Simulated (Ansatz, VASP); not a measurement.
Given: the input of a run of Ansatz 0.2.0 on HfN.

The input input:

```
crystal:
  lattice:
    - [0.0, 2.454822, 2.454822]
    - [2.454822, 0.0, 2.454822]
    - [2.454822, 2.454822, 0.0]
  atoms:
    - { symbol: Hf, position: [0.0, 0.0, 0.0] }
    - { symbol: "N", position: [0.25, 0.25, 0.25] }
hamiltonian:
  xc:
    exchange: hjs_pbesol
    correlation: pbesol
    exx: { coeff: 0.25, omega: 0.207 }
  pseudopotentials: { kind: paw }
kpoints:
  mp_grid: { grid: [5, 5, 5] }
scf:
  occupations: { method: fermi_dirac, width: 0.05 }
output:
  forces: true
  stress: true
  eigenvalues: true
relax:
  f_tol: 0.01
  max_steps: 40
  cell: { stress_tol: 0.05 }
```

Question: Translate it to VASP 6.6.1. Potentials there: VASP PAW PBE potentials, release 64 (Hf_pv, N).

Answer: As run (the cutoff follows the program's own potentials):

Contents of POSCAR:

```
HfN
1.0
    0.0000000000      2.4548220000      2.4548220000
    2.4548220000      0.0000000000      2.4548220000
    2.4548220000      2.4548220000      0.0000000000
Hf N
1 1
Direct
    0.0000000000      0.0000000000      0.0000000000
    0.2500000000      0.2500000000      0.2500000000
```

INCAR.step1

```
ALGO     = Normal         # electronic algorithm
EDIFF    = 1E-5           # SCF threshold, eV
ENCUT    = 600            # plane-wave cutoff, eV
GGA      = PE             # functional
ISMEAR   = -1             # smearing method
LASPH    = True           # aspherical terms in the spheres
LCHARG   = False          # write CHGCAR
LREAL    = False          # projectors in reciprocal space
LWAVE    = True           # write WAVECAR
NBANDS   = 14             # bands
NELM     = 60             # most SCF steps
PREC     = Accurate       # precision mode
SIGMA    = 0.05           # smearing width, eV
```

Contents of INCAR.step2:

```
AEXX     = 0.25           # exact-exchange fraction
ALGO     = Normal         # electronic algorithm
EDIFF    = 1E-7           # SCF threshold, eV
EDIFFG   = -0.01          # ionic threshold
ENCUT    = 600            # plane-wave cutoff, eV
GGA      = PS             # functional
HFSCREEN = 0.207          # screening, 1/A
IBRION   = 2              # ionic algorithm
ISIF     = 3              # what is computed and relaxed
ISMEAR   = -1             # smearing method
ISTART   = 1            
LASPH    = True           # aspherical terms in the spheres
LCHARG   = False          # write CHGCAR
LHFCALC  = True           # exact exchange
LREAL    = False          # projectors in reciprocal space
LWAVE    = False          # write WAVECAR
NELM     = 60             # most SCF steps
NSW      = 60             # ionic steps
PREC     = Accurate       # precision mode
PRECFOCK = Normal       
SIGMA    = 0.05           # smearing width, eV
```

The input KPOINTS:

```
k-points
0
Gamma
  5 5 5
```

Potentials or basis: VASP PAW PBE potentials, release 64 (Hf_pv, N).

The run is started by

```bash
$ cat potpaw_PBE.64/Hf_pv/POTCAR potpaw_PBE.64/N/POTCAR > POTCAR
$ cp INCAR.step1 INCAR
$ mpirun -np 1 vasp_std > vasp.out
$ cp INCAR.step2 INCAR
$ mpirun -np 1 vasp_std > vasp.out
```

Both were run:

|  | VASP | Ansatz | Ansatz less VASP |
| --- | --- | --- | --- |
| gap on the k mesh at the Fermi level, each at its own relaxed structure (eV) | none | none | - |
| relaxed volume (Å³/atom) | 14.22 | 14.40 | +0.177 |
| relaxed cell length with the largest relative difference (Å) | 3.427 | 3.441 | +0.0142 |

VASP's potentials were made for PBE, not for PBEsol-based screened hybrid. A gap of «none» marks a metal or a gap that the smearing closes. VASP's potentials hold 15 valence electrons a cell and Ansatz's 31, so a difference there can come from the potentials and not from the codes.

The k mesh is coarse, so the values compare programs but aren't converged. Neither program's run includes spin-orbit coupling. Noted on Ansatz's run: the plane-wave basis is chosen anew once the cell has moved, so the energies of steps on either side of that aren't comparable.
